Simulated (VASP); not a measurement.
# HfO2 (R-3m) in VASP: a series of runs

The runs below take HfO2 through single point, with PBE.

Everything below comes from runs of VASP 6.6.1. Logs are shortened: lines on timing, memory, paths and dates and some standing lists are left out, and cuts for length are marked.

## 1. The cell of the first run

Symmetry: R-3m, No. 166, trigonal system. The conventional cell has a = 3.617 Å, b = 3.617 Å, c = 8.859 Å, α = 90.00°, β = 90.00°, γ = 120.00°. Hf (site symmetry -3m) has 8 O at 2.06 to 2.27 Å within 2.7 Å. Within 2.7 Å of O (site symmetry 3m) lie 4 Hf at 2.06 to 2.27 Å and 3 O at 2.40 Å.

## 2. Single point, PBE (mode 7 (554.9 1/cm) frozen in, largest displacement -0.150 Å)

File INCAR:

```
ALGO = Normal
EDIFF = 1E-6
ENCUT = 520
GGA = PE
ISIF = 2
ISMEAR = 0
LASPH = True
LCHARG = False
LREAL = False
LWAVE = False
NBANDS = 18
NELM = 100
PREC = Accurate
SIGMA = 0.05
```

File KPOINTS:

```
k-points
0
Gamma
  8 8 8
```

File POSCAR:

```
HfO2
1.0
    0.0000000000      2.5575000000      2.5575000000
    2.5575000000      0.0000000000      2.5575000000
    2.5575000000      2.5575000000      0.0000000000
Hf O
1 2
Direct
    0.0000000000      0.0000000000      0.0000000000
    0.2330689071      0.2330689071      0.2330689071
    0.7669310929      0.7669310929      0.7669310929
```

Potentials or basis: VASP PAW PBE potentials, release 64 (Hf_pv, O).

The run is started by

```bash
> cat potpaw_PBE.64/Hf_pv/POTCAR potpaw_PBE.64/O/POTCAR > POTCAR
> mpirun -np 1 vasp_std > vasp.out
```

OUTCAR:

```text
EDIFF = 1E-6
   ENCUT = 520
   GGA = PE
   ISIF = 2
   ISMEAR = 0
   LASPH = True
   LREAL = False
   NELM = 100
   PREC = Accurate

 ion  position               nearest neighbor table
   1  0.000  0.000  0.000-   2 2.06   3 2.06   3 2.27   3 2.27   3 2.27   2 2.27   2 2.27   2 2.27

   2  0.233  0.233  0.233-   1 2.06   1 2.27   1 2.27   1 2.27
   3  0.767  0.767  0.767-   1 2.06   1 2.27   1 2.27   1 2.27

  LATTYP: Found a face centered cubic cell.
 ALAT       =     5.1150000000

  Lattice vectors:

 A1 = (   0.0000000000,   2.5575000000,   2.5575000000)
 A2 = (   2.5575000000,   0.0000000000,   2.5575000000)
 A3 = (   2.5575000000,   2.5575000000,   0.0000000000)

Analysis of symmetry for initial positions (statically):
=====================================================================
 Subroutine PRICEL returns:
 Original cell was already a primitive cell.

 Routine SETGRP: Setting up the symmetry group for a
 face centered cubic supercell.

 Subroutine GETGRP returns: Found 12 space group operations
 (whereof 12 operations were pure point group operations)
 out of a pool of 48 trial point group operations.

The static configuration has the point symmetry D_3d.

Analysis of symmetry for dynamics (positions and initial velocities):
=====================================================================
 Subroutine PRICEL returns:
 Original cell was already a primitive cell.

 Routine SETGRP: Setting up the symmetry group for a
 face centered cubic supercell.

 Subroutine GETGRP returns: Found 12 space group operations
 (whereof 12 operations were pure point group operations)
 out of a pool of 48 trial point group operations.

The dynamic configuration has the point symmetry D_3d.

 Subroutine INISYM returns: Found 12 space group operations
 (whereof 12 operations are pure point group operations),
 and found     1 'primitive' translations

----------------------------------------------------------------------------------------

                                     Primitive cell

  volume of cell :      33.4562

  direct lattice vectors                    reciprocal lattice vectors
     0.000000000  2.557500000  2.557500000    -0.195503421  0.195503421  0.195503421
     2.557500000  0.000000000  2.557500000     0.195503421 -0.195503421  0.195503421
     2.557500000  2.557500000  0.000000000     0.195503421  0.195503421 -0.195503421

  length of vectors
     3.616851186  3.616851186  3.616851186     0.338621859  0.338621859  0.338621859

  position of ions in fractional coordinates (direct lattice)
     0.000000000  0.000000000  0.000000000
     0.233068907  0.233068907  0.233068907
     0.766931093  0.766931093  0.766931093

  ion indices of the primitive-cell ions
   primitive index   ion index
                 1           1
                 2           2
                 3           3

----------------------------------------------------------------------------------------

 KPOINTS: k-points

Automatic generation of k-mesh.
 Grid dimensions read from file:
 generate k-points for:    8    8    8

 Generating k-lattice:

  Cartesian coordinates                     Fractional coordinates (reciprocal lattice)
    -0.024437928  0.024437928  0.024437928     0.125000000  0.000000000  0.000000000
     0.024437928 -0.024437928  0.024437928     0.000000000  0.125000000  0.000000000
     0.024437928  0.024437928 -0.024437928     0.000000000  0.000000000  0.125000000

  Length of vectors
     0.042327732  0.042327732  0.042327732

  Shift w.r.t. Gamma in fractional coordinates (k-lattice)
     0.000000000  0.000000000  0.000000000

 Subroutine IBZKPT returns following result:
 ===========================================

 Found     65 irreducible k-points:

 Following reciprocal coordinates:
            Coordinates               Weight
  0.000000  0.000000  0.000000      1.000000
  0.125000  0.000000  0.000000      6.000000
  0.125000  0.125000  0.125000      2.000000
  0.250000  0.000000  0.000000      6.000000
  0.250000  0.250000  0.250000      2.000000
  0.375000  0.000000  0.000000      6.000000
[... 16 lines left out ...]
 -0.250000  0.125000  0.000000     12.000000
  0.125000  0.125000  0.375000      6.000000
 [... further k-points ...]
   k-points           NKPTS =     65   k-points in BZ     NKDIM =     65   number of bands    NBANDS=     18
   number of dos      NEDOS =    301   number of ions     NIONS =      3
   total plane-waves  NPLWV =  21952
   dimension x,y,z NGX =    28 NGY =   28 NGZ =   28
   dimension x,y,z NGXF=    56 NGYF=   56 NGZF=   56
   ions per type =               1   2
   NGX,Y,Z   is equivalent  to a cutoff of  12.87, 12.87, 12.87 a.u.
   NGXF,Y,Z  is equivalent  to a cutoff of  25.74, 25.74, 25.74 a.u.
 SYSTEM =  unknown system
   PREC   = accura    normal or accurate (medium, high low for compatibility)
   ISTART =      0    job   : 0-new  1-cont  2-samecut
   ICHARG =      2    charge: 1-file 2-atom 10-const
   ISPIN  =      1    spin polarized calculation?
   LNONCOLLINEAR =      F non collinear calculations
   LSORBIT =      F    spin-orbit coupling
   LASPH  =      T    aspherical Exc in radial PAW
   ENCUT  =  520.0 eV  38.22 Ry    6.18 a.u.   6.72  6.72  6.72*2*pi/ulx,y,z
   NELM   =    100;   NELMIN=  2; NELMDL= -5     # of ELM steps
   EDIFF  = 0.1E-05   stopping-criterion for ELM
   LREAL  =      F    real-space projection
   EDIFFG = 0.1E-04   stopping-criterion for IOM
   NSW    =      0    number of steps for IOM
   IBRION =     -1    ionic relax: 0-MD 1-quasi-New 2-CG
   NFREE  =      0    steps in history (QN), initial steepest desc. (CG)
   ISIF   =      2    stress and relaxation
   ISYM   =      2    0-nonsym 1-usesym 2-fastsym
   POTIM  = 0.5000    time-step for ionic-motion
   TEBEG  =    0.0;   TEEND  =   0.0 temperature during run
   PSTRESS=    0.0 pullay stress
   NELECT =      22.0000    total number of electrons
   NUPDOWN=      -1.0000    fix difference up-down
   EMIN   =  10.00;   EMAX   =-10.00  energy-range for DOS
   EFERMI =   0.00;   METHOD = LEGACY
   ISMEAR =     0;   SIGMA  =   0.05  broadening in eV -4-tet -1-fermi 0-gaus
   EFERMI_NEDOS =   21; number of points for ismear=-14 and -15
   IALGO  =     38    algorithm
   IMIX   =      4    mixing-type and parameters
     AMIX     =   0.40;   BMIX     =  1.00
     AMIX_MAG =   1.60;   BMIX_MAG =  1.00
  volume/ion in A,a.u.               =      11.15        75.26
  Fermi-wavevector in a.u.,A,eV,Ry     =   1.423607  2.690227 27.574337  2.026657
  Thomas-Fermi vector in A             =   2.544186
   LORBIT       =      0    0 simple, 1 ext, 2 COOP (PROOUT), +10 PAW based schemes
   GGA     = PE    functional components
   LHFCALC =     F    Hartree Fock is set to
   AEXX    =    0.0000 exact exchange contribution
   IVDW    =     0    specifies the selected vdW correction
   LEPSILON=     F    determine dielectric tensor
   LRPA    =     F    only Hartree local field effects (RPA)
 non-spin polarized calculation
 Gauss-broadening in eV      SIGMA  =   0.05
  energy-cutoff  :      520.00
  volume of cell :       33.46
 maximum number of plane-waves:       934
   NGX = 13   NGY = 13   NGZ = 13

 number of electron      21.9999994 magnetization

 Free energy of the ion-electron system (eV)
  ---------------------------------------------------
  ext. energy  EPLUGINS =         0.00000000
  ---------------------------------------------------
  free energy    TOTEN  =       -29.77562108 eV

  energy without entropy =      -29.77562108  energy(sigma->0) =      -29.77562108

 E-fermi :   4.4132     XC(G=0): -11.6912

 val. band max:        4.1081739303   @ k =   0.5000   0.5000   0.0000
 cond. band min:       7.8405302959   @ k =   0.0000   0.0000   0.0000
 fundamental gap:      3.7323563656
 Fermi energy:         4.4132348265

 k-point     1 :       0.0000    0.0000    0.0000
  band No.  band energies     occupation
      1     -25.7464      2.00000
      2     -25.7464      2.00000
      3     -25.7060      2.00000
      4     -14.6074      2.00000
      5     -11.5156      2.00000
      6      -1.4234      2.00000
[... 10 lines left out ...]
     17      15.6783      0.00000
     18      17.4860      0.00000

 k-point     2 :       0.1250    0.0000    0.0000
  band No.  band energies     occupation
      1     -25.7984      2.00000
      2     -25.7520      2.00000
      3     -25.7176      2.00000
      4     -14.4296      2.00000
      5     -11.6656      2.00000
      6      -1.2386      2.00000
[... 10 lines left out ...]
     17      15.2601      0.00000
     18      17.4457      0.00000

 k-point     3 :       0.1250    0.1250    0.1250
  band No.  band energies     occupation
      1     -25.7796      2.00000
      2     -25.7536      2.00000
      3     -25.7536      2.00000
      4     -14.3557      2.00000
      5     -11.7071      2.00000
      6      -0.9446      2.00000
[... 10 lines left out ...]
     17      15.1929      0.00000
     18      16.9521      0.00000

 k-point     4 :       0.2500    0.0000    0.0000
  band No.  band energies     occupation
      1     -25.9286      2.00000
      2     -25.7654      2.00000
      3     -25.7365      2.00000
      4     -14.0107      2.00000
      5     -11.9683      2.00000
      6      -0.8117      2.00000
[... 375 lines left out ...]
      4     -12.8520      2.00000
      5     -12.5520      2.00000
      6      -0.1450      2.00000
[... 10 lines left out ...]
     17      13.6341      0.00000
     18      16.8426      0.00000

 k-point    23 :      -0.2500    0.1250    0.0000
  band No.  band energies     occupation
      1     -25.9669      2.00000
      2     -25.8093      2.00000
      3     -25.7479      2.00000
      4     -13.7521      2.00000
      5     -12.1383      2.00000
      6      -0.8942      2.00000
[... 10 lines left out ...]
     17      14.1756      0.00000
     18      17.1349      0.00000

 k-point    24 :       0.1250    0.1250    0.3750
  band No.  band energies     occupation
      1     -25.9899      2.00000
      2     -25.7934      2.00000
      3     -25.7703      2.00000
      4     -13.6440      2.00000
      5     -12.1607      2.00000
      6      -0.6245      2.00000
[... 10 lines left out ...]
     17      14.9530      0.00000
     18      16.8525      0.00000

 [... further k-points ...]
[... 5 lines left out ...]
  --------------------------------------------------------------------------------------
  -------------------------------------------------------------------------------------
  Total       -0.1467279     -0.1467279     -0.1467279      1.1121415      1.1121415      1.1121415
  in kB       -7.0266198     -7.0266198     -7.0266198     53.2590864     53.2590864     53.2590864
  external PRESSURE =      -7.0266198 kB  Pullay stress =       0.0000000 kB

 VOLUME and BASIS-vectors are now :
 -----------------------------------------------------------------------------
  energy-cutoff  :      520.00
  volume of cell :       33.46
      direct lattice vectors                 reciprocal lattice vectors
     0.000000000  2.557500000  2.557500000    -0.195503421  0.195503421  0.195503421
     2.557500000  0.000000000  2.557500000     0.195503421 -0.195503421  0.195503421
     2.557500000  2.557500000  0.000000000     0.195503421  0.195503421 -0.195503421

 POSITION                                       TOTAL-FORCE (eV/Angst)
 -----------------------------------------------------------------------------------
      0.00000      0.00000      0.00000         0.000000     -0.000000     -0.000000
      1.19215      1.19215      1.19215         1.881815      1.881815      1.881815
      3.92285      3.92285      3.92285        -1.881815     -1.881815     -1.881815
 -----------------------------------------------------------------------------------
    total drift:                                0.000000      0.000000      0.000000

  FREE ENERGIE OF THE ION-ELECTRON SYSTEM (eV)
  ---------------------------------------------------
  free  energy   TOTEN  =       -29.7756210841 eV

  energy  without entropy=      -29.7756210841  energy(sigma->0) =      -29.77562108
```

Wall time 19 s (1 thread of Intel Xeon 6975P-C (Granite Rapids), shared host); peak memory 0.17 GiB.

What came out:

- Free energy: -29.7756 eV
- Pressure: -0.7 GPa
- Largest force: 3.259 eV/Å
- Band gap on the k mesh: 3.73 eV, indirect (least direct gap 3.79 eV)

Forces in eV/Å, atoms in the order of the input:
```
Hf   0.000  0.000  0.000
O    1.882  1.882  1.882
O   -1.882 -1.882 -1.882
```

Stress tensor (GPa, compression positive):
```
-0.70  5.33  5.33
 5.33 -0.70  5.33
 5.33  5.33 -0.70
```

Caveat: the cell differs from its parent crystal (mode 7 (554.9 1/cm) frozen in, largest displacement -0.150 Å); spin-orbit coupling is left out, which moves the levels of the heavy elements; forces of over 1 eV/Å act on the atoms, so gaps and moduli don't describe the material at rest. A k mesh can miss the band edges.

(Part 1 of 2 ends here.)
